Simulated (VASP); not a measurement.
A run of VASP 6.6.1:

Contents of INCAR:

```
ALGO = Normal
EDIFF = 1E-6
ENCUT = 520
GGA = PE
ISIF = 2
ISMEAR = 0
LASPH = T
LCHARG = F
LREAL = F
LWAVE = F
NBANDS = 22
NELM = 80
PREC = Accurate
SIGMA = 0.01
```

Contents of KPOINTS:

```
k-points
0
Gamma
  6 6 4
```

POSCAR

```
NaF
1.0
    3.8680668438      0.0000000000      0.0000000000
   -1.9340334219      3.3498441503      0.0000000000
    0.0000000000      0.0000000000      4.5514116899
Na F
2 2
Direct
    0.3333333333      0.6666666667      0.2500000000
    0.6666666667      0.3333333333      0.7500000000
    0.6666666667      0.3333333333      0.2500000000
    0.3333333333      0.6666666667      0.7500000000
```

Potentials or basis: VASP PAW PBE potentials, release 64 (Na_pv, F).

The run is started by

```console
$ cat potpaw_PBE.64/Na_pv/POTCAR potpaw_PBE.64/F/POTCAR > POTCAR
$ mpirun -np 1 vasp_std > vasp.out
```

Hardware: 1 thread of AMD EPYC 7R13 Processor (Zen 3), on a shared host.

How long does it take, and how much memory?

Wall time 33 s on 1 thread of AMD EPYC 7R13 Processor (Zen 3), on a shared host, peak memory 0.15 GiB. Counts: scf iterations 13, k points 21.
